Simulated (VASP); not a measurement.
# LiTlS2 (P-4m2) in VASP: notebook, part 2 of 2

VASP 6.6.1. The steps go on from the part before.

### 3 Single point, PBE-based global hybrid

Contents of POSCAR:

```
LiTlS2
1.0
    4.0667718546      0.0000000000      0.0000000000
    0.0000000000      4.0667718546      0.0000000000
    0.0000000000      0.0000000000      5.7187778110
Li S Tl
1 2 1
Direct
    0.0000000000      0.0000000000      0.0000000000
    0.0000000000      0.5000000000      0.2309016903
    0.5000000000      0.0000000000      0.7690983097
    0.5000000000      0.5000000000      0.5000000000
```

Contents of INCAR.step1:

```
SYSTEM = LiTlS2
PREC = Accurate ; ENCUT = 520
EDIFF = 1E-5 ; ISMEAR = 0
SIGMA = 0.01 ; LREAL = .False.
LASPH = .True. ; NELM = 80
ALGO = Normal ; ISIF = 2
LWAVE = .True. ; LCHARG = .False.
GGA = PE ; NBANDS = 22
```

Contents of INCAR.step2:

```
SYSTEM = LiTlS2
PREC = Accurate ; ENCUT = 520
EDIFF = 1E-6 ; ISMEAR = 0
SIGMA = 0.01 ; LREAL = .False.
LASPH = .True. ; NELM = 80
ALGO = Normal ; ISIF = 2
LWAVE = .False. ; LCHARG = .False.
GGA = PE ; LHFCALC = .True.
AEXX = 0.35 ; PRECFOCK = Normal
ISTART = 1 ; NBANDS = 22
```

Contents of KPOINTS:

```
regular mesh
0
Gamma
  4 4 2
  0 0 0
```

Potentials or basis: VASP PAW PBE potentials, release 64 (Li_sv, S, Tl_d).

The run is started by

```
$ cat potpaw_PBE.64/Li_sv/POTCAR potpaw_PBE.64/S/POTCAR potpaw_PBE.64/Tl_d/POTCAR > POTCAR
$ cp INCAR.step1 INCAR
$ mpirun -np 1 vasp_std > vasp.out
$ cp INCAR.step2 INCAR
$ mpirun -np 1 vasp_std > vasp.out
```

OUTCAR:

```text
SYSTEM = LiTlS2
   PREC = Accurate
   ENCUT = 520
   EDIFF = 1E-6
   ISMEAR = 0
   LREAL = .False.
   LASPH = .True.
   NELM = 80
   ISIF = 2
   GGA = PE
   LHFCALC = .True.
   AEXX = 0.35
   PRECFOCK = Normal
   ISTART = 1

 ion  position               nearest neighbor table
   1  0.000  0.000  0.000-   2 2.42   3 2.42   2 2.42   3 2.42
   2  0.000  0.500  0.231-   1 2.42   1 2.42   4 2.55   4 2.55
   3  0.500  0.000  0.769-   1 2.42   1 2.42   4 2.55   4 2.55
   4  0.500  0.500  0.500-   2 2.55   3 2.55   3 2.55   2 2.55

  LATTYP: Found a simple tetragonal cell.
 ALAT       =     4.0667718546
 C/A-ratio  =     1.4062204656

  Lattice vectors:

 A1 = (   4.0667718546,   0.0000000000,   0.0000000000)
 A2 = (   0.0000000000,   4.0667718546,   0.0000000000)
 A3 = (   0.0000000000,   0.0000000000,   5.7187778110)

Analysis of symmetry for initial positions (statically):
=====================================================================
 Subroutine PRICEL returns:
 Original cell was already a primitive cell.

 Routine SETGRP: Setting up the symmetry group for a
 simple tetragonal supercell.

 Subroutine GETGRP returns: Found  8 space group operations
 (whereof  8 operations were pure point group operations)
 out of a pool of 16 trial point group operations.

The static configuration has the point symmetry D_2d.

Analysis of symmetry for dynamics (positions and initial velocities):
=====================================================================
 Subroutine PRICEL returns:
 Original cell was already a primitive cell.

 Routine SETGRP: Setting up the symmetry group for a
 simple tetragonal supercell.

 Subroutine GETGRP returns: Found  8 space group operations
 (whereof  8 operations were pure point group operations)
[... 116 lines left out ...]
  Thomas-Fermi vector in A             =   2.227326
   LORBIT       =      0    0 simple, 1 ext, 2 COOP (PROOUT), +10 PAW based schemes
   GGA     = PE    functional components
   LHFCALC =     T    Hartree Fock is set to
   PRECFOCK=normal    Normal, Fast or Accurate (Low or Medium for compatibility)
   ENCUT4O =  -1.0   cutoff for four orbital integrals eV
   NKREDX  =     1    reduce k-point grid by
   NKREDY  =     1    reduce k-point grid by
   NKREDZ  =     1    reduce k-point grid by
   AEXX    =    0.3500 exact exchange contribution
   HFSCREEN=    0.0000 screening length (either q_TF or 0.3 A-1)
   HFSCREENC=   0.0000 screening length for correlation (either q_TF or 0.3 A-1)
   ENCUTFOCK=  -1.0 apply spherical cutoff to Coloumb kernel
   IVDW    =     0    specifies the selected vdW correction
   LEPSILON=     F    determine dielectric tensor
   LRPA    =     F    only Hartree local field effects (RPA)
 non-spin polarized calculation
 Gauss-broadening in eV      SIGMA  =   0.01
  energy-cutoff  :      520.00
  volume of cell :       94.58
 maximum number of plane-waves:      2566
  NGX = 24; NGY = 24; NGZ = 32

 number of electron      27.9999990 magnetization

 Free energy of the ion-electron system (eV)
  ---------------------------------------------------
  ext. energy  EPLUGINS =         0.00000000
  ---------------------------------------------------
  free energy    TOTEN  =       -21.15674050 eV

  energy without entropy =      -21.15674050  energy(sigma->0) =      -21.15674050

 E-fermi :   0.9314     XC(G=0):  -6.0877

 val. band max:        0.7825724062   @ k =   0.0000   0.0000   0.0000
 cond. band min:       3.9631372175   @ k =   0.0000   0.0000   0.0000
 fundamental gap:      3.1805648113
 Fermi energy:         0.9314254340

 k-point     1 :       0.0000    0.0000    0.0000
  band No.  band energies     occupation
      1     -47.4159      2.00000
      2     -13.1334      2.00000
      3     -12.8946      2.00000
      4     -11.5765      2.00000
      5     -11.5765      2.00000
      6     -11.4152      2.00000
[... 289 lines left out ...]
     21      11.5914      0.00000
     22      13.4256      0.00000

------------------------ aborting loop because EDIFF is reached ----------------------------------------

  FORCE on cell =-STRESS in cart. coord.  units (eV):
  Direction    XX          YY          ZZ          XY          YZ          ZX
  --------------------------------------------------------------------------------------
  -------------------------------------------------------------------------------------
  Total       -0.9297176     -0.9297176     -1.0476649      0.0000000      0.0000000      0.0000000
  in kB      -15.7492113    -15.7492113    -17.7472121      0.0000000      0.0000000      0.0000000
  external PRESSURE =     -16.4152116 kB  Pullay stress =       0.0000000 kB

 VOLUME and BASIS-vectors are now :
 -----------------------------------------------------------------------------
  energy-cutoff  :      520.00
  volume of cell :       94.58
      direct lattice vectors                 reciprocal lattice vectors
     4.066771855  0.000000000  0.000000000     0.245895279  0.000000000  0.000000000
     0.000000000  4.066771855  0.000000000     0.000000000  0.245895279  0.000000000
     0.000000000  0.000000000  5.718777811     0.000000000  0.000000000  0.174862538

 POSITION                                       TOTAL-FORCE (eV/Angst)
 -----------------------------------------------------------------------------------
      0.00000      0.00000      0.00000        -0.000000     -0.000000      0.000000
      0.00000      2.03339      1.32048        -0.000000     -0.000000      0.306058
      2.03339      0.00000      4.39830        -0.000000      0.000000     -0.306058
      2.03339      2.03339      2.85939         0.000000     -0.000000      0.000000
 -----------------------------------------------------------------------------------
    total drift:                               -0.000000      0.000000      0.000017

  FREE ENERGIE OF THE ION-ELECTRON SYSTEM (eV)
  ---------------------------------------------------
  free  energy   TOTEN  =       -21.1567404972 eV

  energy  without entropy=      -21.1567404972  energy(sigma->0) =      -21.15674050
```

OSZICAR.step1:

```text
N       E                     dE             d eps       ncg     rms          rms(c)
DAV:   1     0.148184899061E+03    0.14818E+03   -0.12574E+04   528   0.116E+03
DAV:   2    -0.637707362084E+01   -0.15456E+03   -0.14943E+03   666   0.243E+02
DAV:   3    -0.156241992358E+02   -0.92471E+01   -0.92013E+01   810   0.512E+01
DAV:   4    -0.159439114454E+02   -0.31971E+00   -0.31869E+00   794   0.863E+00
DAV:   5    -0.159479909973E+02   -0.40796E-02   -0.40794E-02   712   0.102E+00    0.103E+01
DAV:   6    -0.148978927574E+02    0.10501E+01   -0.26105E+00   564   0.102E+01    0.813E+00
DAV:   7    -0.148502342328E+02    0.47659E-01   -0.66703E-01   630   0.443E+00    0.390E+00
DAV:   8    -0.148493251753E+02    0.90906E-03   -0.93828E-02   610   0.231E+00    0.523E-01
DAV:   9    -0.148492516907E+02    0.73485E-04   -0.10345E-02   670   0.786E-01    0.157E-01
DAV:  10    -0.148498842562E+02   -0.63257E-03   -0.16994E-03   648   0.241E-01    0.935E-02
DAV:  11    -0.148503212166E+02   -0.43696E-03   -0.44530E-04   588   0.118E-01    0.174E-02
DAV:  12    -0.148503636445E+02   -0.42428E-04   -0.55206E-05   674   0.443E-02    0.179E-02
DAV:  13    -0.148503712465E+02   -0.76020E-05   -0.97566E-06   474   0.173E-02
   1 F= -.14850371E+02 E0= -.14850371E+02  d E =-.160135E-74
```

Run time: 5.9 min. Hardware: 1 thread of Intel Xeon 6975P-C (Granite Rapids), shared host; peak memory 0.23 GiB.

What came out:

| Item | Value |
| --- | --- |
| Free energy | -21.1567 eV |
| Largest force | 0.306 eV/Å |
| Band gap on the k mesh | 3.18 eV, direct |

Forces in eV/Å, atoms in the order of the input:
```
Li   0.000  0.000  0.000
S    0.000  0.000  0.306
S    0.000  0.000 -0.306
Tl   0.000  0.000  0.000
```

Caveat: the k points lie up to 0.55 Å⁻¹ apart; the cutoff is under 1.25 times the usual one of these potentials, so pressure, stress and relaxed cells hold a basis-set (Pulay) error; the PAW data sets were made with another functional, which shifts forces and pressure a little; spin-orbit coupling is left out, which moves the levels of the heavy elements.

### 4 Single point, HSE06

POSCAR is that of step 3.

Contents of INCAR.step1:

```
PREC = Accurate ; ENCUT = 520
EDIFF = 1E-5 ; ISMEAR = 0
SIGMA = 0.01 ; LREAL = False
LASPH = True ; NELM = 80
ALGO = Normal ; ISIF = 2
LWAVE = True ; LCHARG = False
NBANDS = 22 ; GGA = PE
```

Contents of INCAR.step2:

```
PREC = Accurate ; ENCUT = 520
EDIFF = 1E-6 ; ISMEAR = 0
SIGMA = 0.01 ; LREAL = False
LASPH = True ; NELM = 80
ALGO = Normal ; ISIF = 2
LWAVE = False ; LCHARG = False
GGA = PE ; LHFCALC = True
HFSCREEN = 0.2079 ; PRECFOCK = Normal
NBANDS = 22 ; ISTART = 1
```

Contents of KPOINTS:

```
Automatic mesh
0
Gamma
  4 4 2
```

The run is started by

```
$ cat potpaw_PBE.64/Li_sv/POTCAR potpaw_PBE.64/S/POTCAR potpaw_PBE.64/Tl_d/POTCAR > POTCAR
$ cp INCAR.step1 INCAR
$ mpirun -np 1 vasp_std > vasp.out
$ cp INCAR.step2 INCAR
$ mpirun -np 1 vasp_std > vasp.out
```

Run time: 4.5 min. Hardware: 1 thread of Intel Xeon 6975P-C (Granite Rapids), shared host; peak memory 0.34 GiB.

It converged, with:

| Quantity | Value |
| --- | --- |
| Free energy | -17.7166 eV |
| Largest force | 0.169 eV/Å |
| Band gap on the k mesh | 1.80 eV, direct |

Forces on the atoms (eV/Å):
```
Li   0.000  0.000  0.000
S    0.000  0.000  0.169
S    0.000  0.000 -0.169
Tl   0.000  0.000  0.000
```

Levels at points of the mesh, in eV from the valence-band top:
| k point | band 10 | band 11 | band 12 | band 13 | band 14 | band 15 | band 16 | band 17 | band 18 | band 19 |
| --- | --- | --- | --- | --- | --- | --- | --- | --- | --- | --- |
| (0.00, 0.00, 0.00) | -1.80 | -1.80 | -0.15 | 0.00 | 0.00 | 1.80 | 4.64 | 6.89 | 7.61 | 7.61 |
| (0.50, 0.00, 0.00) | -2.40 | -2.07 | -1.72 | -0.90 | -0.59 | 3.67 | 6.99 | 7.02 | 7.96 | 8.36 |
| (0.50, 0.50, 0.00) | -2.20 | -2.17 | -1.79 | -1.79 | -1.29 | 3.15 | 4.64 | 4.64 | 8.17 | 10.85 |
| (0.00, 0.00, 0.50) | -1.31 | -1.26 | -1.26 | -0.72 | -0.72 | 3.42 | 4.89 | 6.55 | 8.51 | 8.65 |
| (0.50, 0.00, 0.50) | -3.30 | -0.83 | -0.79 | -0.60 | -0.58 | 2.27 | 6.53 | 7.44 | 7.88 | 8.50 |
| (0.50, 0.50, 0.50) | -2.95 | -2.13 | -2.13 | -1.87 | -1.67 | 4.65 | 6.61 | 6.61 | 8.90 | 8.90 |

Caveat: the k points lie up to 0.55 Å⁻¹ apart; the cutoff is under 1.25 times the usual one of these potentials, so pressure, stress and relaxed cells hold a basis-set (Pulay) error; the PAW data sets were made with another functional, which shifts forces and pressure a little; spin-orbit coupling is left out, which moves the levels of the heavy elements.

### 5 Overview

| level | k mesh | grid for exact exchange (PRECFOCK) | share of exact exchange | screening parameter | gap on the mesh (eV) | largest force (eV/Å) |
| --- | --- | --- | --- | --- | --- | --- |
| PBE | 4 × 4 × 4 | - | - | - | 0.93 | 0.17 |
| PBE-based global hybrid | 4 × 4 × 2 | Normal | 0.35 | - | 3.18 | 0.31 |
| HSE06 | 4 × 4 × 2 | Normal | - | 0.2079 1/Å | 1.80 | 0.17 |

Alike in all rows: task single point; potentials or basis VASP PAW PBE potentials, release 64 (Li_sv, S, Tl_d); no spin polarisation; cell as given; cutoff (eV) 520; smearing gaussian 0.01 eV.

Caveats: some runs use coarse meshes; the cutoff is under 1.25 times the usual one of these potentials, so pressure, stress and relaxed cells hold a basis-set (Pulay) error; spin-orbit coupling is left out, which moves the levels of the heavy elements; the PAW data sets were made with another functional, which shifts forces and pressure a little (some runs).

Total energies depend on the potentials used, so only differences within one code and one set of settings carry meaning.
